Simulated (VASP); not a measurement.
Set up this calculation in VASP 6.6.1, as the native input.

* Task: single point
* Functional: PBE
* Potentials or basis: VASP PAW PBE potentials, release 64 (Ho_3, Sb, N), 4f in core
* Cutoff: 600 eV
* k mesh: 4 × 4 × 3
* Occupations: gaussian, width 0.2 eV
* Spin: no spin polarisation
* Dipole correction: no
* Further INCAR settings: ALGO = Normal; EDIFF = 1e-06; NBANDS = 24

The structure of Ho2Sb2N lies in POSCAR:

```
Ho2Sb2N
1.0
    2.9265320858     -2.9549114817      0.0000000000
    2.9265320858      2.9549114817      0.0000000000
    0.0000000000      0.0000000000      7.6376987149
Ho Sb N
2 2 1
Direct
    0.0000000000      0.5000000000      0.6288623690
    0.5000000000      0.0000000000      0.3711376310
    0.7581884196      0.2418115804      0.0000000000
    0.2418115804      0.7581884196      0.0000000000
    0.0000000000      0.0000000000      0.5000000000
```

The cell was generated, and may not be a known phase.

One way to write it, as run:

INCAR

```
SYSTEM = Ho2Sb2N
PREC = Accurate ; ENCUT = 600
EDIFF = 1E-6 ; ISMEAR = 0
SIGMA = 0.2 ; LREAL = .False.
LASPH = .True. ; NELM = 200
ALGO = Normal ; ISIF = 2
LWAVE = .False. ; LCHARG = .True.
GGA = PE ; LELF = .True.
LVHAR = .True. ; NBANDS = 24
GGA_COMPAT = .False. ; LMAXMIX = 6
```

KPOINTS

```
Automatic mesh
0
Gamma
  4 4 3
  0 0 0
```

Potentials or basis: VASP PAW PBE potentials, release 64 (Ho_3, Sb, N), 4f in core.

Launch:

```sh
$ cat potpaw_PBE.64/Ho_3/POTCAR potpaw_PBE.64/Sb/POTCAR potpaw_PBE.64/N/POTCAR > POTCAR
$ mpirun -np 1 vasp_std > vasp.out
```

It gave:

```json
{
 "Pressure": "0.3 GPa",
 "Largest force": "0.054 eV/Å",
 "Band gap on the k mesh": "zero (an odd number of electrons rules out a gap without spin polarisation)"
}
```

Caveat: the k points lie up to 0.38 Å⁻¹ apart, too coarse for converged energies and pressures of a metal; spin-orbit coupling is left out, which moves the levels of the heavy elements; the 4f electrons are frozen in the core, so they carry no moment and show no levels; the run has no spin polarisation, though such a crystal can be magnetic.

Wall time 55 s on 1 thread of Intel(R) Xeon(R) Platinum 8488C (Sapphire Rapids) (shared host), peak memory 0.29 GiB.
